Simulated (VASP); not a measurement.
Write the native input for VASP 6.6.1 that does the following.

```
Task                   : single point
Functional             : PBE
Potentials or basis    : VASP PAW PBE potentials, release 64 (Ge_d, Ga_d)
Cutoff                 : 520 eV
k mesh                 : 7 × 7 × 7
Occupations            : fermi-dirac, width 0.05 eV
Spin                   : no spin polarisation
Dipole correction      : no
Further INCAR settings : ALGO = Normal; EDIFF = 1e-07; NBANDS = 36
```

The structure of GaGe3 lies in POSCAR:

```
GaGe3
1.0
    0.0000000000      3.3180217411      3.3180217411
    3.3180217411      0.0000000000      3.3180217411
    3.3180217411      3.3180217411      0.0000000000
Ge Ga
3 1
Direct
    0.5000000000      0.5000000000      0.5000000000
    0.7500000000      0.7500000000      0.7500000000
    0.2500000000      0.2500000000      0.2500000000
    0.0000000000      0.0000000000      0.0000000000
```

These files were run (other wordings do the same):

INCAR

```
PREC     = Accurate       # precision mode
ENCUT    = 520            # plane-wave cutoff, eV
EDIFF    = 1E-7           # SCF threshold, eV
ISMEAR   = -1             # smearing method
SIGMA    = 0.05           # smearing width, eV
LREAL    = F              # projectors in reciprocal space
LASPH    = T              # aspherical terms in the spheres
NELM     = 80             # most SCF steps
ALGO     = Normal         # electronic algorithm
ISIF     = 2              # what is computed and relaxed
LWAVE    = F              # write WAVECAR
LCHARG   = F              # write CHGCAR
GGA      = PE             # functional
NBANDS   = 36             # bands
```

KPOINTS

```
regular mesh
0
Gamma
  7 7 7
```

Potentials or basis: VASP PAW PBE potentials, release 64 (Ge_d, Ga_d).

Launch:

```sh
$ cat potpaw_PBE.64/Ge_d/POTCAR potpaw_PBE.64/Ga_d/POTCAR > POTCAR
$ mpirun -np 1 vasp_std > vasp.out
```

It gave:

| Quantity | Value |
| --- | --- |
| Pressure | 3.9 GPa |

It took 46 s on 1 thread of AMD EPYC 9R45 96-Core Processor (Zen 5) (shared host), peak memory 0.19 GiB.
